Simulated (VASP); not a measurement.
Here is a VASP 6.6.1 calculation.

The input INCAR:

```
ALGO = Normal
EDIFF = 1E-6
ENCUT = 520
GGA = CA
ISIF = 2
ISMEAR = -1
LASPH = T
LCHARG = F
LREAL = F
LWAVE = F
NBANDS = 18
NELM = 100
PREC = Accurate
SIGMA = 0.15
```

Contents of KPOINTS:

```
k-points
0
Gamma
  15 15 8
```

The input POSCAR:

```
ZrSc
1.0
    3.1946613348      0.0000000000      0.0000000000
   -1.5973306674      2.7666578724      0.0000000000
    0.0000000000      0.0000000000      5.0851556819
Zr Sc
1 1
Direct
    0.6666666667      0.3333333333      0.0000000000
    0.0000000000      0.0000000000      0.5000000000
```

Potentials or basis: VASP PAW LDA potentials, release 64 (Zr_sv, Sc_sv).

Command:

```bash
$ cat potpaw_LDA.64/Zr_sv/POTCAR potpaw_LDA.64/Sc_sv/POTCAR > POTCAR
$ mpirun -np 1 vasp_std > vasp.out
```

Problem. Predict the pressure.

Solution. -1.5 GPa.

Problem. Predict the band gap on the k mesh.

Solution. Zero (an odd number of electrons rules out a gap without spin polarisation).
